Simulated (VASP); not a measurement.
# MgO (I4/mmm) in VASP: single point with r2SCAN

Aim: the single point of MgO with r2SCAN.

Everything below comes from runs of VASP 6.6.1. Logs are shortened: lines on timing, memory, paths and dates and some standing lists are left out, and cuts for length are marked.

### Step 1. The cell of the first run

Symmetry: I4/mmm, No. 139, tetragonal system. Conventional cell: a = 3.108 Å, b = 3.108 Å, c = 4.204 Å, α = 90.00°, β = 90.00°, γ = 90.00°. Mg (site symmetry 4/mmm) has 6 O at 2.10 to 2.20 Å within 2.8 Å. O (site symmetry 4/mmm) has 6 Mg at 2.10 to 2.20 Å within 2.8 Å.

### Step 2. Single point, r2SCAN (biaxial xy strain +4.6%)

POSCAR reads:

```
MgO
1.0
    0.0000000000      2.1980262510      2.1021674168
    2.1980262510      0.0000000000      2.1021674168
    2.1980262510      2.1980262510      0.0000000000
Mg O
1 1
Direct
    0.0000000000      0.0000000000      0.0000000000
    0.5000000000      0.5000000000      0.5000000000
```

INCAR.step1 reads:

```
ALGO     = Normal         # electronic algorithm
EDIFF    = 1E-5           # SCF threshold, eV
ENCUT    = 750            # plane-wave cutoff, eV
GGA      = PE             # functional
GGA_COMPAT= F            
ISMEAR   = 0              # smearing method
LASPH    = T              # aspherical terms in the spheres
LCHARG   = F              # write CHGCAR
LREAL    = F              # projectors in reciprocal space
LWAVE    = T              # write WAVECAR
NBANDS   = 15             # bands
NELM     = 120            # most SCF steps
PREC     = Accurate       # precision mode
SIGMA    = 0.01           # smearing width, eV
```

INCAR.step2 reads:

```
ALGO     = Normal         # electronic algorithm
EDIFF    = 1E-6           # SCF threshold, eV
ENCUT    = 750            # plane-wave cutoff, eV
GGA_COMPAT= F            
ISIF     = 2              # what is computed and relaxed
ISMEAR   = 0              # smearing method
ISTART   = 1            
LASPH    = T              # aspherical terms in the spheres
LCHARG   = F              # write CHGCAR
LMIXTAU  = T            
LREAL    = F              # projectors in reciprocal space
LWAVE    = F              # write WAVECAR
METAGGA  = R2SCAN         # meta-GGA
NBANDS   = 15             # bands
NELM     = 120            # most SCF steps
PREC     = Accurate       # precision mode
SIGMA    = 0.01           # smearing width, eV
```

KPOINTS reads:

```
k-points
0
Gamma
  10 10 10
```

Potentials or basis: VASP PAW PBE potentials, release 64 (Mg_sv, O).

Run with:

```
$ cat potpaw_PBE.64/Mg_sv/POTCAR potpaw_PBE.64/O/POTCAR > POTCAR
$ cp INCAR.step1 INCAR
$ mpirun -np 1 vasp_std > vasp.out
$ cp INCAR.step2 INCAR
$ mpirun -np 1 vasp_std > vasp.out
```

OUTCAR:

```text
EDIFF = 1E-6
   ENCUT = 750
   ISIF = 2
   ISMEAR = 0
   ISTART = 1
   LASPH = T
   LREAL = F
   METAGGA = R2SCAN
   NELM = 120
   PREC = Accurate

 ion  position               nearest neighbor table
   1  0.000  0.000  0.000-   2 2.10   2 2.10
   2  0.500  0.500  0.500-   1 2.10   1 2.10

  LATTYP: Found a body centered tetragonal cell.
 ALAT       =     3.1084785346
 C/A-ratio  =     1.3525378370

  Lattice vectors:

 A1 = (   0.0000000000,  -2.1980262510,  -2.1021674168)
 A2 = (   0.0000000000,   2.1980262510,  -2.1021674168)
 A3 = (   2.1980262510,   0.0000000000,   2.1021674168)

Analysis of symmetry for initial positions (statically):
=====================================================================
 Subroutine PRICEL returns:
 Original cell was already a primitive cell.

 Routine SETGRP: Setting up the symmetry group for a
 body centered tetragonal supercell.

 Subroutine GETGRP returns: Found 16 space group operations
 (whereof 16 operations were pure point group operations)
 out of a pool of 16 trial point group operations.

The static configuration has the point symmetry D_4h.

Analysis of symmetry for dynamics (positions and initial velocities):
=====================================================================
 Subroutine PRICEL returns:
 Original cell was already a primitive cell.

 Routine SETGRP: Setting up the symmetry group for a
 body centered tetragonal supercell.

 Subroutine GETGRP returns: Found 16 space group operations
 (whereof 16 operations were pure point group operations)
 out of a pool of 16 trial point group operations.

The dynamic configuration has the point symmetry D_4h.

 Subroutine INISYM returns: Found 16 space group operations
 (whereof 16 operations are pure point group operations),
 and found     1 'primitive' translations

----------------------------------------------------------------------------------------

                                     Primitive cell

  volume of cell :      20.3125

  direct lattice vectors                    reciprocal lattice vectors
     0.000000000  2.198026251  2.102167417    -0.227476810  0.227476810  0.237849753
     2.198026251  0.000000000  2.102167417     0.227476810 -0.227476810  0.237849753
     2.198026251  2.198026251  0.000000000     0.227476810  0.227476810 -0.237849753

  length of vectors
     3.041451504  3.041451504  3.108478535     0.400079871  0.400079871  0.400079871

  position of ions in fractional coordinates (direct lattice)
     0.000000000  0.000000000  0.000000000
[... 88 lines left out ...]
   PSTRESS=    0.0 pullay stress
   NELECT =      16.0000    total number of electrons
   NUPDOWN=      -1.0000    fix difference up-down
   EMIN   =  10.00;   EMAX   =-10.00  energy-range for DOS
   EFERMI =   0.00;   METHOD = LEGACY
   ISMEAR =     0;   SIGMA  =   0.01  broadening in eV -4-tet -1-fermi 0-gaus
   EFERMI_NEDOS =   21; number of points for ismear=-14 and -15
   IALGO  =     38    algorithm
   IMIX   =      4    mixing-type and parameters
     AMIX     =   0.40;   BMIX     =  1.00
     AMIX_MAG =   1.60;   BMIX_MAG =  1.00
  volume/ion in A,a.u.               =      10.16        68.54
  Fermi-wavevector in a.u.,A,eV,Ry     =   1.511914  2.857104 31.101347  2.285885
  Thomas-Fermi vector in A             =   2.621908
   LORBIT       =      0    0 simple, 1 ext, 2 COOP (PROOUT), +10 PAW based schemes
   METAGGA = R2SCAN    functional components
   LHFCALC =     F    Hartree Fock is set to
   AEXX    =    0.0000 exact exchange contribution
   IVDW    =     0    specifies the selected vdW correction
   LEPSILON=     F    determine dielectric tensor
   LRPA    =     F    only Hartree local field effects (RPA)
 non-spin polarized calculation
 Gauss-broadening in eV      SIGMA  =   0.01
  energy-cutoff  :      750.00
  volume of cell :       20.31
 maximum number of plane-waves:       962
   NGX = 13   NGY = 13   NGZ = 13

 number of electron      16.0000009 magnetization

 Free energy of the ion-electron system (eV)
  ---------------------------------------------------
  ext. energy  EPLUGINS =         0.00000000
  ---------------------------------------------------
  free energy    TOTEN  =       -16.08872620 eV

  energy without entropy =      -16.08872620  energy(sigma->0) =      -16.08872620

 E-fermi :   2.0774     XC(G=0): -11.5796

 val. band max:        1.9827236563   @ k =   0.0000   0.0000   0.0000
 cond. band min:       6.7899293516   @ k =   0.0000   0.0000   0.0000
 fundamental gap:      4.8072056953
 Fermi energy:         2.0773649699

 k-point     1 :       0.0000    0.0000    0.0000
  band No.  band energies     occupation
      1     -73.3418      2.00000
      2     -38.4500      2.00000
      3     -38.4500      2.00000
      4     -38.4182      2.00000
      5     -15.8423      2.00000
      6       1.8675      2.00000
      7       1.9827      2.00000
      8       1.9827      2.00000
      9       6.7899      0.00000
     10      18.1860      0.00000
     11      18.1860      0.00000
     12      18.6279      0.00000
     13      22.2017      0.00000
     14      23.2263      0.00000
[... 401 lines left out ...]
      2     -38.4738      2.00000
      3     -38.4677      2.00000
      4     -38.4564      2.00000
      5     -14.7582      2.00000
      6      -1.3350      2.00000
      7       0.6946      2.00000
      8       0.8569      2.00000
      9      11.7454      0.00000
     10      12.5720      0.00000
     11      16.3424      0.00000
     12      20.0501      0.00000
     13      20.3206      0.00000
     14      26.8916      0.00000
     15      29.2800      0.00000

 [... further k-points ...]

------------------------ aborting loop because EDIFF is reached ----------------------------------------

  FORCE on cell =-STRESS in cart. coord.  units (eV):
  Direction    XX          YY          ZZ          XY          YZ          ZX
  --------------------------------------------------------------------------------------
  -------------------------------------------------------------------------------------
  Total       -1.8161618     -1.8161618     -1.0208382      0.0000000      0.0000000     -0.0000000
  in kB     -143.2524542   -143.2524542    -80.5201230      0.0000000      0.0000000     -0.0000000
  external PRESSURE =    -122.3416771 kB  Pullay stress =       0.0000000 kB

 VOLUME and BASIS-vectors are now :
 -----------------------------------------------------------------------------
  energy-cutoff  :      750.00
  volume of cell :       20.31
      direct lattice vectors                 reciprocal lattice vectors
     0.000000000  2.198026251  2.102167417    -0.227476810  0.227476810  0.237849753
     2.198026251  0.000000000  2.102167417     0.227476810 -0.227476810  0.237849753
     2.198026251  2.198026251  0.000000000     0.227476810  0.227476810 -0.237849753

 POSITION                                       TOTAL-FORCE (eV/Angst)
 -----------------------------------------------------------------------------------
      0.00000      0.00000      0.00000        -0.000000      0.000000      0.000000
      2.19803      2.19803      2.10217         0.000000     -0.000000     -0.000000
 -----------------------------------------------------------------------------------
    total drift:                                0.000000      0.000000      0.000000

  FREE ENERGIE OF THE ION-ELECTRON SYSTEM (eV)
  ---------------------------------------------------
  free  energy   TOTEN  =       -16.0887262009 eV

  energy  without entropy=      -16.0887262009  energy(sigma->0) =      -16.08872620
```

It took 2 min on 1 thread of Intel Xeon 6975P-C (Granite Rapids), shared host; peak memory 0.19 GiB.

What came out:

```yaml
Free_energy: -16.0887 eV
Pressure: -12.2 GPa
Band_gap_on_the_k_mesh: 4.81 eV
```

Levels at points of the mesh, in eV from the valence-band top:
```
           k point  band 6  band 7  band 8  band 9  band 10  band 11
(0.00, 0.00, 0.00)   -0.12    0.00    0.00    4.81    16.20    16.20
(0.50, 0.00, 0.00)   -4.27   -0.66   -0.59    8.24    12.82    16.14
(0.50, 0.50, 0.00)   -3.69   -1.40   -1.40    9.57    10.24    13.76
(0.50, 0.00, 0.50)   -3.82   -1.37   -1.09   10.04    10.25    13.17
```

Caveat: the cell differs from its parent crystal (biaxial xy strain +4.6%); the cell stands under tension; the PAW data sets were made with another functional, which shifts forces and pressure a little.
